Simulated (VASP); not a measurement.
Crystal: Sn2Bi3O3.

```
Sn Bi O
1.0
     4.38442    0.00000    0.00000
     0.00000    4.42647    0.00000
     0.00000    0.00000    8.96379
Sn Bi O
2 3 3
Cartesian
  0.0000 0.0000 2.2792
  0.0000 0.0000 6.6846
  2.1922 2.2132 2.1632
  2.1922 2.2132 6.8006
  2.1922 0.0000 4.4819
  2.1922 0.0000 0.0000
  0.0000 2.2132 4.4819
  0.0000 2.2132 0.0000
```

The cell was generated, and may not be a known phase.

| Property | Result |
| --- | --- |
| Program | VASP 6.6.1 |
| Task | relaxation of cell and atoms |
| Functional | PBE |
| Potentials or basis | VASP PAW PBE potentials, release 64 (Sn_d, Bi_d, O) |
| Cutoff | 600 eV |
| k mesh | 4 × 4 × 2 |
| Occupations | gaussian, width 0.2 eV |
| Spin | no spin polarisation |

At the start: pressure -2.1 GPa; volume 21.75 Å³/atom.

Question: Where does the relaxation end?

Answer: Over 12 steps the energy falls by 391.6 meV/atom and the volume is 20.14 Å³/atom (-7.4 %); space group Pmmm (No. 47, to 0.1 Å) before and after.

The path:
| step | energy change (eV) | largest force (eV/Å) | pressure (GPa) | volume (Å³) |
| --- | --- | --- | --- | --- |
| 1 | 0.0000 | 2.3070 | -2.15 | 173.96 |
| 2 | -1.6377 | 2.0294 | -1.77 | 166.33 |
| 3 | -0.6335 | 7.6068 | 19.80 | 139.83 |
| 4 | -2.1738 | 1.8340 | 1.01 | 159.81 |
| 5 | -2.7966 | 0.8551 | 6.22 | 150.19 |
| 6 | -2.8827 | 1.0799 | -2.69 | 169.23 |
| 7 | -3.0561 | 0.3008 | 0.55 | 160.24 |
| 8 | -3.0942 | 0.2754 | -0.47 | 161.92 |
| 9 | -3.0951 | 0.2775 | -0.63 | 162.23 |
| 10 | -3.1155 | 0.2120 | 0.20 | 160.48 |
| 11 | -3.1194 | 0.1892 | 0.77 | 159.38 |
| 12 | -3.1327 | 0.0796 | 0.08 | 161.10 |

Final structure:
```
Sn Bi O
1.0
     4.71287    0.00000    0.00000
     0.00000    4.56534    0.00000
     0.00000    0.00000    7.48740
Sn Bi O
2 3 3
Direct
  0.00000 0.00000 0.21017
  0.00000 0.00000 0.78983
  0.50000 0.50000 0.20296
  0.50000 0.50000 0.79704
  0.50000 0.00000 0.50000
  0.50000 0.00000 0.00000
  0.00000 0.50000 0.50000
  0.00000 0.50000 0.00000
```

Caveat: a cell axis changed by over 15 % at a fixed basis, so the end point is rough; the relaxation stopped at a loose force limit of 0.08 eV/Å, so its end isn't a converged minimum.
